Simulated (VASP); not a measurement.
# Pb (Fd-3m) in VASP: a series of runs, part 2 of 2

VASP 6.6.1.

## Step 3: Single point, PBE (Ge replaced by Pb, lengths x 1.130, strained)

The input, INCAR:

```
  PREC = Accurate
  ENCUT = 520
  EDIFF = 1E-7
  ISMEAR = 0
  SIGMA = 0.1
  LREAL = False
  LASPH = True
  NELM = 100
  ALGO = Normal
  ISIF = 2
  LWAVE = False
  LCHARG = False
  GGA = PE
  NBANDS = 21
```

The input, KPOINTS:

```
regular mesh
0
Gamma
  12 12 12
```

The input, POSCAR:

```
Pb
1.0
    0.0000000000      3.2190774613      3.2190774613
    3.2190774613      0.0000000000      3.2190774613
    3.2190774613      3.2190774613      0.0000000000
Pb
2
Direct
    0.5000000000      0.5000000000      0.5000000000
    0.7500000000      0.7500000000      0.7500000000
```

Potentials or basis: VASP PAW PBE potentials, release 64 (Pb_d).

The run is started by

```sh
$ cat potpaw_PBE.64/Pb_d/POTCAR > POTCAR
$ mpirun -np 1 vasp_std > vasp.out
```

OUTCAR:

```text
PREC = Accurate
   ENCUT = 520
   EDIFF = 1E-7
   ISMEAR = 0
   LREAL = False
   LASPH = True
   NELM = 100
   ISIF = 2
   GGA = PE

 ion  position               nearest neighbor table
   1  0.500  0.500  0.500-   2 2.79   2 2.79   2 2.79   2 2.79
   2  0.750  0.750  0.750-   1 2.79   1 2.79   1 2.79   1 2.79

  LATTYP: Found a face centered cubic cell.
 ALAT       =     6.4381549226

  Lattice vectors:

 A1 = (   0.0000000000,   3.2190774613,   3.2190774613)
 A2 = (   3.2190774613,   0.0000000000,   3.2190774613)
 A3 = (   3.2190774613,   3.2190774613,   0.0000000000)

Analysis of symmetry for initial positions (statically):
=====================================================================
 Subroutine PRICEL returns:
 Original cell was already a primitive cell.

 Routine SETGRP: Setting up the symmetry group for a
 face centered cubic supercell.

 Subroutine GETGRP returns: Found 48 space group operations
 (whereof 24 operations were pure point group operations)
 out of a pool of 48 trial point group operations.

The static configuration has the point symmetry T_d .
[... 155 lines left out ...]

 Free energy of the ion-electron system (eV)
  ---------------------------------------------------
  ext. energy  EPLUGINS =         0.00000000
  ---------------------------------------------------
  free energy    TOTEN  =        -5.91784688 eV

  energy without entropy =       -5.91610452  energy(sigma->0) =       -5.91697570

 E-fermi :   6.4388     XC(G=0):  -9.3153

 val. band max:        6.3910892244   @ k =   0.0833   0.0833   0.0000
 cond. band min:       6.5276046110   @ k =  -0.4167   0.0833   0.0000
 fundamental gap:      0.1365153866
 Fermi energy:         6.4387567757

 k-point     1 :       0.0000    0.0000    0.0000
  band No.  band energies     occupation
      1     -11.3869      2.00000
      2     -11.3869      2.00000
      3     -11.3869      2.00000
      4     -11.2734      2.00000
      5     -11.2734      2.00000
      6     -10.5764      2.00000
[... 565 lines left out ...]
     20      14.2351      0.00000
     21      14.7176      0.00000

 [... further k-points ...]
[... 5 lines left out ...]
  --------------------------------------------------------------------------------------
  -------------------------------------------------------------------------------------
  Total        5.6101007      5.6101007      5.6101007      0.0000000      0.0000000      0.0000000
  in kB      134.7277203    134.7277203    134.7277203      0.0000000      0.0000000      0.0000000
  external PRESSURE =     134.7277203 kB  Pullay stress =       0.0000000 kB

 VOLUME and BASIS-vectors are now :
 -----------------------------------------------------------------------------
  energy-cutoff  :      520.00
  volume of cell :       66.72
      direct lattice vectors                 reciprocal lattice vectors
     0.000000000  3.219077461  3.219077461    -0.155324004  0.155324004  0.155324004
     3.219077461  0.000000000  3.219077461     0.155324004 -0.155324004  0.155324004
     3.219077461  3.219077461  0.000000000     0.155324004  0.155324004 -0.155324004

 POSITION                                       TOTAL-FORCE (eV/Angst)
 -----------------------------------------------------------------------------------
      3.21908      3.21908      3.21908        -0.000000      0.000000     -0.000000
      4.82862      4.82862      4.82862         0.000000     -0.000000      0.000000
 -----------------------------------------------------------------------------------
    total drift:                                0.000000      0.000000      0.000000

  FREE ENERGIE OF THE ION-ELECTRON SYSTEM (eV)
  ---------------------------------------------------
  free  energy   TOTEN  =        -5.9178468795 eV

  energy  without entropy=       -5.9161045152  energy(sigma->0) =       -5.91697570
```

stdout:

```text
POSCAR found type information on POSCAR Pb
 POSCAR found :  1 types and       2 ions
 scaLAPACK will be used
 LDA part: xc-table for (Slater+PW92), standard interpolation
 POSCAR, INCAR and KPOINTS ok, starting setup
 FFT: planning ... GRIDC
 FFT: planning ... GRID_SOFT
 FFT: planning ... GRID
 WAVECAR not read
 entering main loop
```

Run time: 35 s. Hardware: 1 thread of Intel Xeon 6975P-C (Granite Rapids), shared host; peak memory 0.24 GiB.

What came out:

```
Free energy            : -5.9178 eV
Pressure               : 13.5 GPa
Band gap on the k mesh : zero (band 14 reaches 6.89 eV, above the bottom of band 15 at 5.54 eV)
```

Caveat: the cell differs from its parent crystal (Ge replaced by Pb, lengths x 1.130, strained); spin-orbit coupling is left out, which moves the levels of the heavy elements.
